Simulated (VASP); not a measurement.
# MnS (Fm-3m) in VASP: further runs

The runs below take MnS through single point, relaxation of cell and atoms, with PBE+D3(BJ).

Program: VASP 6.6.1. These are calculated values, not measurements. Logs are shortened: lines on timing, memory, paths and dates and some standing lists are left out, and cuts for length are marked.

### Step 1. The cell of the first run

The structure is cubic, space group Fm-3m (No. 225). Conventional cell: a = 5.021 Å, b = 5.021 Å, c = 5.021 Å, α = 90.00°, β = 90.00°, γ = 90.00°. Mn (site symmetry m-3m) has 6 S at 2.51 Å within 3.3 Å. S (site symmetry m-3m) has 6 Mn at 2.51 Å within 3.3 Å.

### Step 2. Single point, PBE+D3(BJ), collinear spin, ferromagnetic start

The input, INCAR:

```
SYSTEM = MnS
PREC = Accurate ; ENCUT = 520
EDIFF = 1E-6 ; ISMEAR = 0
SIGMA = 0.1 ; LREAL = .False.
LASPH = .True. ; NELM = 150
ALGO = Normal ; ISIF = 2
LWAVE = .False. ; LCHARG = .True.
ISPIN = 2 ; MAGMOM = 4.42 0.14
LORBIT = 11 ; LMAXMIX = 4
GGA = PE ; IVDW = 12
LELF = .True. ; LVHAR = .True.
NBANDS = 20
```

The input, KPOINTS:

```
Automatic mesh
0
Gamma
  14 14 14
  0 0 0
```

The input, POSCAR:

```
MnS
1.0
    0.0000000000      2.5104238985      2.5104238985
    2.5104238985      0.0000000000      2.5104238985
    2.5104238985      2.5104238985      0.0000000000
Mn S
1 1
Direct
    0.0000000000      0.0000000000      0.0000000000
    0.5000000000      0.5000000000      0.5000000000
```

Potentials or basis: VASP PAW PBE potentials, release 64 (Mn_pv, S).

Run with:

```console
$ cat potpaw_PBE.64/Mn_pv/POTCAR potpaw_PBE.64/S/POTCAR > POTCAR
$ mpirun -np 1 vasp_std > vasp.out
```

OUTCAR:

```text
SYSTEM = MnS
   PREC = Accurate
   ENCUT = 520
   EDIFF = 1E-6
   ISMEAR = 0
   LREAL = .False.
   LASPH = .True.
   NELM = 150
   ISIF = 2
   ISPIN = 2
   LORBIT = 11
   GGA = PE
   IVDW = 12
 IVDW          = 12

 ion  position               nearest neighbor table
   1  0.000  0.000  0.000-   2 2.51   2 2.51   2 2.51   2 2.51   2 2.51   2 2.51
   2  0.500  0.500  0.500-   1 2.51   1 2.51   1 2.51   1 2.51   1 2.51   1 2.51

  LATTYP: Found a face centered cubic cell.
 ALAT       =     5.0208477970

  Lattice vectors:

 A1 = (   0.0000000000,   2.5104238985,   2.5104238985)
 A2 = (   2.5104238985,   0.0000000000,   2.5104238985)
 A3 = (   2.5104238985,   2.5104238985,   0.0000000000)

Analysis of symmetry for initial positions (statically):
=====================================================================
 Subroutine PRICEL returns:
 Original cell was already a primitive cell.

 Routine SETGRP: Setting up the symmetry group for a
 face centered cubic supercell.

 Subroutine GETGRP returns: Found 48 space group operations
 (whereof 48 operations were pure point group operations)
 out of a pool of 48 trial point group operations.

The static configuration has the point symmetry O_h .

Analysis of symmetry for dynamics (positions and initial velocities):
=====================================================================
 Subroutine PRICEL returns:
 Original cell was already a primitive cell.

 Routine SETGRP: Setting up the symmetry group for a
 face centered cubic supercell.

 Subroutine GETGRP returns: Found 48 space group operations
 (whereof 48 operations were pure point group operations)
 out of a pool of 48 trial point group operations.

The dynamic configuration has the point symmetry O_h .

Analysis of structural, dynamic, and magnetic symmetry:
=====================================================================
 Subroutine PRICEL returns:
 Original cell was already a primitive cell.

 Routine SETGRP: Setting up the symmetry group for a
 face centered cubic supercell.

 Subroutine GETGRP returns: Found 48 space group operations
 (whereof 48 operations were pure point group operations)
 out of a pool of 48 trial point group operations.

The overall configuration has the point symmetry O_h .

 Subroutine INISYM returns: Found 48 space group operations
 (whereof 48 operations are pure point group operations),
 and found     1 'primitive' translations

----------------------------------------------------------------------------------------

                                     Primitive cell
[... 114 lines left out ...]
  Thomas-Fermi vector in A             =   2.505946
   LORBIT       =     11    0 simple, 1 ext, 2 COOP (PROOUT), +10 PAW based schemes
   GGA     = PE    functional components
   LHFCALC =     F    Hartree Fock is set to
   AEXX    =    0.0000 exact exchange contribution
   IVDW    =    12    specifies the selected vdW correction
   LEPSILON=     F    determine dielectric tensor
   LRPA    =     F    only Hartree local field effects (RPA)
 spin polarized calculation
 Gauss-broadening in eV      SIGMA  =   0.10
  energy-cutoff  :      520.00
  volume of cell :       31.64
 maximum number of plane-waves:       881
   NGX = 13   NGY = 13   NGZ = 13

 number of electron      19.0000006 magnetization       4.3818089

 Free energy of the ion-electron system (eV)
  ---------------------------------------------------
  ext. energy  EPLUGINS =         0.00000000
  ---------------------------------------------------
  free energy    TOTEN  =       -14.07458570 eV

  energy without entropy =      -14.06965141  energy(sigma->0) =      -14.07211856

 E-fermi :   7.9196     XC(G=0): -11.2067

 val. band max:        7.9159526964   @ k =   0.5000   0.2857   0.0714
 cond. band min:       7.9223136914   @ k =   0.5000   0.1429   0.0000
 fundamental gap:      0.0063609950
 Fermi energy:         7.9195808443

 spin component 1

 k-point     1 :       0.0000    0.0000    0.0000
  band No.  band energies     occupation
      1     -42.6184      1.00000
      2     -42.6184      1.00000
      3     -42.6184      1.00000
      4      -7.4588      1.00000
      5       4.5101      1.00000
      6       4.5101      1.00000
[... 541 lines left out ...]
     19      21.8331      0.00000
     20      24.7501      0.00000

 [... further k-points ...]

 spin component 2

 k-point     1 :       0.0000    0.0000    0.0000
  band No.  band energies     occupation
      1     -38.3688      1.00000
      2     -38.3688      1.00000
      3     -38.3688      1.00000
      4      -7.1788      1.00000
      5       6.1034      1.00000
      6       6.1034      1.00000
[... 541 lines left out ...]
     19      22.7624      0.00000
     20      25.4079      0.00000

 [... further k-points ...]

------------------------ aborting loop because EDIFF is reached ----------------------------------------

 Edisp (eV)   -0.91322

 E8    (eV) :    -0.3765

  FORCE on cell =-STRESS in cart. coord.  units (eV):
  Direction    XX          YY          ZZ          XY          YZ          ZX
  --------------------------------------------------------------------------------------
  -------------------------------------------------------------------------------------
  Total       0.01586     0.01586     0.01586     0.00000    -0.00000     0.00000
  in kB       0.80290     0.80290     0.80290     0.00000    -0.00000     0.00000
  external pressure =        0.80 kB  Pullay stress =        0.00 kB

 VOLUME and BASIS-vectors are now :
 -----------------------------------------------------------------------------
  energy-cutoff  :      520.00
  volume of cell :       31.64
      direct lattice vectors                 reciprocal lattice vectors
     0.000000000  2.510423899  2.510423899    -0.199169551  0.199169551  0.199169551
     2.510423899  0.000000000  2.510423899     0.199169551 -0.199169551  0.199169551
     2.510423899  2.510423899  0.000000000     0.199169551  0.199169551 -0.199169551

 POSITION                                       TOTAL-FORCE (eV/Angst)
 -----------------------------------------------------------------------------------
      0.00000      0.00000      0.00000        -0.000000      0.000000     -0.000000
      2.51042      2.51042      2.51042         0.000000      0.000000      0.000000
 -----------------------------------------------------------------------------------
    total drift:                               -0.000000      0.000000      0.000000

  FREE ENERGIE OF THE ION-ELECTRON SYSTEM (eV)
  ---------------------------------------------------
  free  energy   TOTEN  =       -14.9878065286 eV

  energy  without entropy=      -14.9828722370  energy(sigma->0) =      -14.98533938

 total charge

# of ion       s       p       d       tot
------------------------------------------
    1        0.235   6.198   4.988  11.421
    2        1.329   2.420   0.000   3.749
--------------------------------------------------
tot          1.564   8.618   4.988  15.170

 magnetization (x)

# of ion       s       p       d       tot
------------------------------------------
    1        0.053   0.043   3.913   4.010
    2        0.028   0.053   0.000   0.081
--------------------------------------------------
tot          0.081   0.096   3.913   4.091
```

OSZICAR:

```text
N       E                     dE             d eps       ncg     rms          rms(c)
DAV:   1     0.157344755392E+03    0.15734E+03   -0.10162E+04  8336   0.101E+03
DAV:   2    -0.732204549020E+01   -0.16467E+03   -0.15497E+03  8664   0.293E+02
DAV:   3    -0.151236518680E+02   -0.78016E+01   -0.77028E+01  9728   0.686E+01
DAV:   4    -0.152130023000E+02   -0.89350E-01   -0.89285E-01  9384   0.749E+00
DAV:   5    -0.152142069265E+02   -0.12046E-02   -0.12046E-02  9368   0.910E-01    0.131E+01
DAV:   6    -0.141560666134E+02    0.10581E+01   -0.50065E+00  9260   0.280E+01    0.106E+01
DAV:   7    -0.140764526507E+02    0.79614E-01   -0.77148E-01  9156   0.122E+01    0.622E+00
DAV:   8    -0.140780524278E+02   -0.15998E-02   -0.26071E-02  9092   0.140E+00    0.348E+00
DAV:   9    -0.140725120767E+02    0.55404E-02   -0.12533E-02  9112   0.106E+00    0.507E-01
DAV:  10    -0.140746651371E+02   -0.21531E-02   -0.31512E-03  8980   0.494E-01    0.166E-01
DAV:  11    -0.140745315835E+02    0.13355E-03   -0.43438E-04  9264   0.134E-01    0.115E-01
DAV:  12    -0.140745649785E+02   -0.33395E-04   -0.81563E-05  9228   0.664E-02    0.794E-02
DAV:  13    -0.140745814557E+02   -0.16477E-04   -0.55023E-06  9032   0.223E-02    0.489E-02
DAV:  14    -0.140745853053E+02   -0.38496E-05   -0.48392E-06  8744   0.168E-02    0.576E-03
DAV:  15    -0.140745857038E+02   -0.39852E-06   -0.42360E-07  4920   0.543E-03
   1 F= -.14987807E+02 E0= -.14985339E+02  d E =-.493429E-02  mag=     4.3817
```

Wall time 3.3 min (1 thread of Intel Xeon Platinum 8259CL at 2.50GHz (Skylake/Cascade Lake), shared host); peak memory 0.25 GiB.

What came out:

* Free energy: -14.9878 eV
* Pressure: 0.1 GPa
* Net moment: 4.38 μB per cell
* Site moments: Mn +4.01; S +0.08 μB
* Valence electrons inside the program's atomic spheres: Mn 11.42; S 3.75
* Dispersion energy per atom: -0.457 eV

Levels at points of the mesh, in eV from the Fermi level:
Spin up:
```csv
k point,band 9,band 10,band 11,band 12,band 13,band 14,band 15,band 16
"(0.00, 0.00, 0.00)",-3.30,-2.01,-2.01,-2.01,2.61,8.85,8.85,8.85
"(0.50, 0.00, 0.00)",-2.73,-2.30,0.83,0.83,2.90,5.49,5.49,9.89
"(0.50, 0.50, 0.00)",-2.98,-2.56,-2.56,-1.94,1.14,5.65,11.14,13.12
```
Spin down:
```csv
k point,band 5,band 6,band 7,band 8,band 9,band 10
"(0.00, 0.00, 0.00)",-1.82,-1.82,-1.82,-0.03,-0.03,-0.03
"(0.50, 0.00, 0.00)",-7.14,-3.85,-3.85,1.15,1.15,1.39
"(0.50, 0.50, 0.00)",-6.25,-3.55,-3.55,-1.36,0.58,1.44
```

Caveat: a cell with one magnetic atom can't hold antiferromagnetic order, which such compounds often take; semilocal functionals often make such compounds metallic where correlation or magnetic order opens a gap, which also shifts bond lengths.

### Step 3. Relaxation of cell and atoms, PBE+D3(BJ), collinear spin, ferromagnetic start

This run uses another cell than the first one, of 16.53 Å³/atom.

The input, INCAR:

```
SYSTEM = MnS
PREC     = Accurate       ! precision mode
ENCUT    = 600            ! plane-wave cutoff, eV
EDIFF    = 1E-6           ! SCF threshold, eV
ISMEAR   = 0              ! smearing method
SIGMA    = 0.1            ! smearing width, eV
LREAL    = .FALSE.        ! projectors in reciprocal space
LASPH    = .TRUE.         ! aspherical terms in the spheres
NELM     = 150            ! most SCF steps
ALGO     = Normal         ! electronic algorithm
ISIF     = 3              ! what is computed and relaxed
LWAVE    = .FALSE.        ! write WAVECAR
LCHARG   = .FALSE.        ! write CHGCAR
ISPIN    = 2              ! spin polarisation
MAGMOM   = 4.42 0.14      ! initial moments
LORBIT   = 11             ! projections on sites
LMAXMIX  = 4              ! l up to which the mixer works
GGA      = PE             ! functional
IVDW     = 12             ! dispersion correction
IBRION   = 2              ! ionic algorithm
NSW      = 70             ! ionic steps
EDIFFG   = -0.005         ! ionic threshold
```

The input, KPOINTS:

```
regular mesh
0
G
  14 14 14
  0 0 0
```

The input, POSCAR:

```
MnS
1.0
    0.0000000000      2.5476020677      2.5476020677
    2.5476020677      0.0000000000      2.5476020677
    2.5476020677      2.5476020677      0.0000000000
Mn S
1 1
Direct
    0.0000000000      0.0000000000      0.0000000000
    0.5000000000      0.5000000000      0.5000000000
```

Potentials or basis: VASP PAW PBE potentials, release 64 (Mn_pv, S).

Run with:

```console
$ cat potpaw_PBE.64/Mn_pv/POTCAR potpaw_PBE.64/S/POTCAR > POTCAR
$ mpirun -np 1 vasp_std > vasp.out
```

Run time: 21 min. Hardware: 1 thread of Intel Xeon Platinum 8259CL at 2.50GHz (Skylake/Cascade Lake), shared host; peak memory 0.28 GiB.

The run converged. Its results:

```
Free energy                                           : -14.9883 eV
Relaxed volume                                        : 15.82 Å³/atom
Relaxed cell                                          : a = 3.550 Å, b = 3.550 Å, c = 3.550 Å, α = 60.00°, β = 60.00°, γ = 60.00°
Space group after relaxing (to 0.1 Å)                 : Fm-3m (No. 225)
Energy gained by relaxing                             : 12.6 meV/atom
Ionic steps                                           : 12
Pressure after relaxing                               : 0.0 GPa
Net moment                                            : 4.38 μB per cell
Site moments                                          : Mn +4.01; S +0.08 μB
Valence electrons inside the program's atomic spheres : Mn 11.42; S 3.75
Dispersion energy per atom                            : -0.457 eV
```

Step by step:
| step | energy change (eV) | largest force (eV/Å) | pressure (GPa) | volume (Å³) |
| --- | --- | --- | --- | --- |
| 1 | 0.0000 | 0.0000 | -4.29 | 33.07 |
| 2 | 0.2401 | 0.0000 | 29.59 | 30.99 |
| 3 | -0.0071 | 0.0000 | -3.78 | 32.79 |
| 4 | -0.0120 | 0.0000 | -3.46 | 32.57 |
| 5 | -0.0245 | 0.0000 | -1.48 | 31.78 |
| 6 | -0.0045 | 0.0000 | 46.67 | 31.38 |
| 7 | -0.0247 | 0.0000 | -1.28 | 31.75 |
| 8 | -0.0250 | 0.0000 | 1.37 | 31.60 |
| 9 | -0.0252 | 0.0000 | -0.54 | 31.68 |
| 10 | -0.0252 | 0.0000 | 0.19 | 31.64 |
| 11 | -0.0250 | 0.0000 | -1.04 | 31.72 |
| 12 | -0.0252 | 0.0000 | 0.02 | 31.65 |

Final structure:
```yaml
crystal:
  lattice:
    - [0.00000, 2.51053, 2.51053]
    - [2.51053, 0.00000, 2.51053]
    - [2.51053, 2.51053, 0.00000]
  atoms:
    - { symbol: Mn, position: [0.00000, 0.00000, 0.00000] }
    - { symbol: S, position: [0.50000, 0.50000, 0.50000] }
```

Levels at points of the mesh, in eV from the Fermi level:
Spin up:
| k point | band 9 | band 10 | band 11 | band 12 | band 13 | band 14 | band 15 |
| --- | --- | --- | --- | --- | --- | --- | --- |
| (0.00, 0.00, 0.00) | -3.30 | -2.01 | -2.01 | -2.01 | 2.61 | 8.85 | 8.85 |
| (0.50, 0.00, 0.00) | -2.73 | -2.30 | 0.83 | 0.83 | 2.90 | 5.49 | 5.49 |
| (0.50, 0.50, 0.00) | -2.98 | -2.56 | -2.56 | -1.94 | 1.14 | 5.65 | 11.14 |
Spin down:
```
           k point  band 3  band 4  band 5  band 6  band 7  band 8  band 9  band 10  band 11  band 12
(0.00, 0.00, 0.00)  -46.29  -15.10   -1.82   -1.82   -1.82   -0.03   -0.03    -0.03     0.07     0.07
(0.50, 0.00, 0.00)  -46.29  -13.53   -7.14   -3.85   -3.85    1.15    1.15     1.39     3.35     3.47
(0.50, 0.50, 0.00)  -46.30  -13.36   -6.25   -3.55   -3.55   -1.36    0.58     1.44     1.44     1.62
```

Caveat: a cell with one magnetic atom can't hold antiferromagnetic order, which such compounds often take; semilocal functionals often make such compounds metallic where correlation or magnetic order opens a gap, which also shifts bond lengths. With open d or f shells a metallic result of PBE can be an artefact of self-interaction; +U or a hybrid may open a gap.
